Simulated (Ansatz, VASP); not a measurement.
## CuO2: VASP beside Ansatz

The input POSCAR:

```
CuO2
1.0
    0.0000000000      2.5050750814      2.5050750814
    2.5050750814      0.0000000000      2.5050750814
    2.5050750814      2.5050750814      0.0000000000
Cu O
1 2
Direct
    0.0000000000      0.0000000000      0.0000000000
    0.2500000000      0.2500000000      0.2500000000
    0.7500000000      0.7500000000      0.7500000000
```

Contents of INCAR.step1:

```
SYSTEM = CuO2
ALGO     = Normal         ! electronic algorithm
EDIFF    = 1E-4           ! SCF threshold, eV
ENCUT    = 520            ! plane-wave cutoff, eV
GGA      = PE             ! functional
ISMEAR   = 0              ! smearing method
ISPIN    = 2              ! spin polarisation
LASPH    = .TRUE.         ! aspherical terms in the spheres
LCHARG   = .FALSE.        ! write CHGCAR
LDAU     = .TRUE.         ! DFT+U
LDAUJ    = 0 0          
LDAUL    = 2 -1           ! shell
LDAUTYPE = 2            
LDAUU    = 4 0            ! U, eV
LMAXMIX  = 4              ! l up to which the mixer works
LREAL    = .FALSE.        ! projectors in reciprocal space
LWAVE    = .TRUE.         ! write WAVECAR
MAGMOM   = 1 0 0          ! initial moments
NBANDS   = 22             ! bands
NELM     = 150            ! most SCF steps
PREC     = Accurate       ! precision mode
SIGMA    = 0.1            ! smearing width, eV
```

The input INCAR.step2:

```
SYSTEM = CuO2
ALGO     = Normal         ! electronic algorithm
EDIFF    = 1E-6           ! SCF threshold, eV
ENCUT    = 520            ! plane-wave cutoff, eV
ISIF     = 2              ! what is computed and relaxed
ISMEAR   = 0              ! smearing method
ISPIN    = 2              ! spin polarisation
ISTART   = 1            
LASPH    = .TRUE.         ! aspherical terms in the spheres
LCHARG   = .TRUE.         ! write CHGCAR
LDAU     = .TRUE.         ! DFT+U
LDAUJ    = 0 0          
LDAUL    = 2 -1           ! shell
LDAUPRINT= 1            
LDAUTYPE = 2            
LDAUU    = 4 0            ! U, eV
LELF     = .TRUE.         ! ELF
LMAXMIX  = 4              ! l up to which the mixer works
LMIXTAU  = .TRUE.       
LORBIT   = 11             ! projections on sites
LREAL    = .FALSE.        ! projectors in reciprocal space
LVHAR    = .TRUE.       
LWAVE    = .FALSE.        ! write WAVECAR
MAGMOM   = 1 0 0          ! initial moments
METAGGA  = R2SCAN         ! meta-GGA
NBANDS   = 22             ! bands
NELM     = 150            ! most SCF steps
PREC     = Accurate       ! precision mode
SIGMA    = 0.1            ! smearing width, eV
```

The input KPOINTS:

```
k-points
0
G
  14 14 14
  0 0 0
```

Input for Ansatz:

```yaml
crystal:
  lattice:
    - [0.0, 2.5050750814, 2.5050750814]
    - [2.5050750814, 0.0, 2.5050750814]
    - [2.5050750814, 2.5050750814, 0.0]
  atoms:
    - { symbol: Cu, position: [0.0, 0.0, 0.0], spin: 1.0 }
    - { symbol: O, position: [0.25, 0.25, 0.25] }
    - { symbol: O, position: [0.75, 0.75, 0.75] }
basis:
  ecutwfc: 500
kpoints:
  mp_grid: { grid: [14, 14, 14] }
hamiltonian:
  xc: r2scan
  hubbard: { sites: [{ species: Cu, l: d, u_eff: 4.0 }] }
scf:
  occupations: { method: gaussian, width: 0.1 }
output:
  forces: true
  stress: true
  eigenvalues: true
  populations: true
magnetization:
  spin_polarized: true
```

Alike in both runs: task single point; functional r2SCAN; k mesh 14 × 14 × 14; occupations gaussian, width 0.1 eV; collinear spin; Hubbard terms Cu d U = 4.0 eV.

```csv
,VASP,Ansatz
version,VASP 6.6.1,Ansatz 0.2.0
potentials or method,"VASP PAW PBE potentials, release 64 (Cu, O), cutoff 520 eV","scalar-relativistic, plane waves, PAW"
valence electrons in the cell,23,31
```

Ansatz gave:

| Property | Result |
| --- | --- |
| gap on the k mesh at the Fermi level (eV) | none |
| pressure (GPa) | -12.0 |
| net moment per atom (μB) | 1.00 |
| size of the moment on the site where the two differ most (μB) | 1.15 |

Problem. Estimate VASP's values.

Solution. gap on the k mesh at the Fermi level (eV): none; pressure (GPa): -15.1; net moment per atom (μB): 1.00; size of the moment on the site where the two differ most (μB): 1.04.

VASP's potentials were made for PBE, not for r2SCAN. Site moments also hang on the region over which each program counts them. The programs project onto different local orbitals, so the same U acts differently, and such runs can settle in different states. A gap of «none» marks a metal or a gap that the smearing closes. VASP's potentials hold 23 valence electrons a cell and Ansatz's 31, so a difference there can come from the potentials and not from the codes. Ansatz's warnings: filled band counts differ across k points, stability check not made.
